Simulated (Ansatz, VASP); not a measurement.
This is a calculation of Zr for Ansatz 0.2.0.

input.yaml

```yaml
crystal:
  lattice:
    - [3.232, 0.0, 0.0]
    - [-1.616, 2.798994105, 0.0]
    - [0.0, 0.0, 5.147]
  atoms:
    - { symbol: Zr, position: [0.6666666667, 0.3333333333, 0.75] }
    - { symbol: Zr, position: [0.3333333333, 0.6666666667, 0.25] }
hamiltonian:
  xc: r2scanh
  pseudopotentials: { kind: paw }
kpoints:
  mp_grid: { grid: [5, 5, 3] }
scf:
  occupations: { method: fermi_dirac, width: 0.05 }
output:
  forces: true
  stress: true
  eigenvalues: true
```

Potentials or basis: Ansatz PAW.

The run is started by

```bash
$ ansatz run input.yaml --threads 2 --pin off --max-ram 5632MiB --backend cpu --events-out ev --progress --plain --runs-dir out
```

Translate it to VASP 6.6.1. Potentials there: VASP PAW PBE potentials, release 64 (Zr_sv).

As run (the cutoff follows the program's own potentials):

POSCAR

```
Zr
1.0
    3.2320000000      0.0000000000      0.0000000000
   -1.6160000000      2.7989941050      0.0000000000
    0.0000000000      0.0000000000      5.1470000000
Zr
2
Direct
    0.6666666667      0.3333333333      0.7500000000
    0.3333333333      0.6666666667      0.2500000000
```

INCAR.step1

```
SYSTEM = Zr
PREC     = Accurate       ! precision mode
ENCUT    = 520            ! plane-wave cutoff, eV
EDIFF    = 1E-5           ! SCF threshold, eV
ISMEAR   = -1             ! smearing method
SIGMA    = 0.05           ! smearing width, eV
LREAL    = .False.        ! projectors in reciprocal space
LASPH    = .True.         ! aspherical terms in the spheres
NELM     = 60             ! most SCF steps
ALGO     = Normal         ! electronic algorithm
ISIF     = 2              ! what is computed and relaxed
LWAVE    = .True.         ! write WAVECAR
LCHARG   = .False.        ! write CHGCAR
NBANDS   = 19             ! bands
GGA      = PE             ! functional
```

Contents of INCAR.step2:

```
SYSTEM = Zr
PREC     = Accurate       ! precision mode
ENCUT    = 520            ! plane-wave cutoff, eV
EDIFF    = 1E-6           ! SCF threshold, eV
ISMEAR   = -1             ! smearing method
SIGMA    = 0.05           ! smearing width, eV
LREAL    = .False.        ! projectors in reciprocal space
LASPH    = .True.         ! aspherical terms in the spheres
NELM     = 60             ! most SCF steps
ALGO     = Normal         ! electronic algorithm
ISIF     = 2              ! what is computed and relaxed
LWAVE    = .False.        ! write WAVECAR
LCHARG   = .False.        ! write CHGCAR
METAGGA  = R2SCAN         ! meta-GGA
LHFCALC  = .True.         ! exact exchange
AEXX     = 0.1            ! exact-exchange fraction
LMIXTAU  = .True.       
PRECFOCK = Normal       
NBANDS   = 19             ! bands
ISTART   = 1
```

Contents of KPOINTS:

```
Automatic mesh
0
Gamma
  5 5 3
  0 0 0
```

Potentials or basis: VASP PAW PBE potentials, release 64 (Zr_sv).

The run is started by

```sh
$ cat potpaw_PBE.64/Zr_sv/POTCAR > POTCAR
$ cp INCAR.step1 INCAR
$ mpirun -np 1 vasp_std > vasp.out
$ cp INCAR.step2 INCAR
$ mpirun -np 1 vasp_std > vasp.out
```

Both were run:

|  | VASP | Ansatz | Ansatz less VASP |
| --- | --- | --- | --- |
| gap on the k mesh at the Fermi level (eV) | none | none | - |
| pressure (GPa) | 0.9 | 0.9 | +0.02 |
| traceless stress, the component that is largest in VASP (GPa) | -1.84 | -2.40 | -0.559 |

VASP's potentials were made for PBE, not for r2SCANh. A gap of «none» marks a metal or a gap that the smearing closes.

The k mesh is coarse, so the values compare programs but aren't converged.
